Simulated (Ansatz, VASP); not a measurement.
Al2Au: VASP beside Ansatz

The input INCAR:

```
SYSTEM = Al2Au
PREC = Accurate ; ENCUT = 520
EDIFF = 1E-6 ; ISMEAR = 0
SIGMA = 0.1 ; LREAL = .False.
LASPH = .True. ; NELM = 60
ALGO = Normal ; ISIF = 2
LWAVE = .False. ; LCHARG = .False.
GGA = PS ; NBANDS = 16
```

KPOINTS

```
Automatic mesh
0
Gamma
  12 12 12
  0 0 0
```

POSCAR

```
Al2Au
1.0
    0.0000000000      3.0000000000      3.0000000000
    3.0000000000      0.0000000000      3.0000000000
    3.0000000000      3.0000000000      0.0000000000
Al Au
2 1
Direct
    0.2500000000      0.2500000000      0.2500000000
    0.7500000000      0.7500000000      0.7500000000
    0.0000000000      0.0000000000      0.0000000000
```

Input for Ansatz:

```yaml
crystal:
  lattice:
    - [0.0, 3.0, 3.0]
    - [3.0, 0.0, 3.0]
    - [3.0, 3.0, 0.0]
  atoms:
    - { symbol: Al, position: [0.25, 0.25, 0.25] }
    - { symbol: Al, position: [0.75, 0.75, 0.75] }
    - { symbol: Au, position: [0.0, 0.0, 0.0] }
basis:
  ecutwfc: 420
kpoints:
  mp_grid: { grid: [12, 12, 12] }
hamiltonian:
  xc: pbesol
scf:
  occupations: { method: gaussian, width: 0.1 }
output:
  forces: true
  stress: true
  eigenvalues: true
  populations: true
  write_density: true
  write_potential: true
  elf: true
  volumetric_format: npy
```

Alike in both runs: task single point; functional PBEsol; k mesh 12 × 12 × 12; occupations gaussian, width 0.1 eV; no spin polarisation.

|  | VASP | Ansatz |
| --- | --- | --- |
| version | VASP 6.6.1 | Ansatz 0.2.0 |
| potentials or method | VASP PAW PBE potentials, release 64 (Al, Au), cutoff 520 eV | scalar-relativistic, plane waves, PAW |
| valence electrons in the cell | 17 | 25 |

Ansatz gave:

| Item | Value |
| --- | --- |
| gap on the k mesh at the Fermi level (eV) | none |
| pressure (GPa) | 0.2 |

Q: Which values does VASP return?

A: gap on the k mesh at the Fermi level (eV): none; pressure (GPa): 0.0.

VASP's potentials were made for PBE, not for PBEsol. A gap of «none» marks a metal or a gap that the smearing closes. VASP's potentials hold 17 valence electrons a cell and Ansatz's 25, so a difference there can come from the potentials and not from the codes.

Spin-orbit coupling is off throughout.
